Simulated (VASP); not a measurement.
Here is a VASP 6.6.1 calculation.

INCAR

```
SYSTEM = PbO2
PREC     = Accurate       ! precision mode
ENCUT    = 520            ! plane-wave cutoff, eV
EDIFF    = 1E-6           ! SCF threshold, eV
ISMEAR   = 0              ! smearing method
SIGMA    = 0.1            ! smearing width, eV
LREAL    = .False.        ! projectors in reciprocal space
LASPH    = .True.         ! aspherical terms in the spheres
NELM     = 100            ! most SCF steps
ALGO     = Normal         ! electronic algorithm
ISIF     = 2              ! what is computed and relaxed
LWAVE    = .False.        ! write WAVECAR
LCHARG   = .False.        ! write CHGCAR
GGA      = PE             ! functional
NBANDS   = 35             ! bands
```

File KPOINTS:

```
Automatic mesh
0
Gamma
  4 4 6
  0 0 0
```

Contents of POSCAR:

```
PbO2
1.0
    5.0683961788      0.0000000000      0.0000000000
    0.0000000000      5.0683961788      0.0000000000
    0.0000000000      0.0000000000      3.4496309358
Pb O
2 4
Direct
    0.0000000000      0.0000000000      0.0000000000
    0.5000000000      0.5000000000      0.5000000000
    0.3080562802      0.3080562802      0.0000000000
    0.1919437198      0.8080562802      0.5000000000
    0.6919437198      0.6919437198      0.0000000000
    0.8080562802      0.1919437198      0.5000000000
```

Potentials or basis: VASP PAW PBE potentials, release 64 (Pb_d, O).

Run with:

```bash
$ cat potpaw_PBE.64/Pb_d/POTCAR potpaw_PBE.64/O/POTCAR > POTCAR
$ mpirun -np 1 vasp_std > vasp.out
```

Predict the band gap on the k mesh.

0.16 eV (least direct gap 0.52 eV).

Estimate the largest force.

0.017 eV/Å.

Forces on the atoms (eV/Å):
```
Pb   0.000  0.000  0.000
Pb   0.000  0.000  0.000
O   -0.012 -0.012  0.000
O    0.012 -0.012  0.000
O    0.012  0.012  0.000
O   -0.012  0.012  0.000
```

Caveat: spin-orbit coupling is left out, which moves the levels of the heavy elements. A k mesh can miss the band edges.
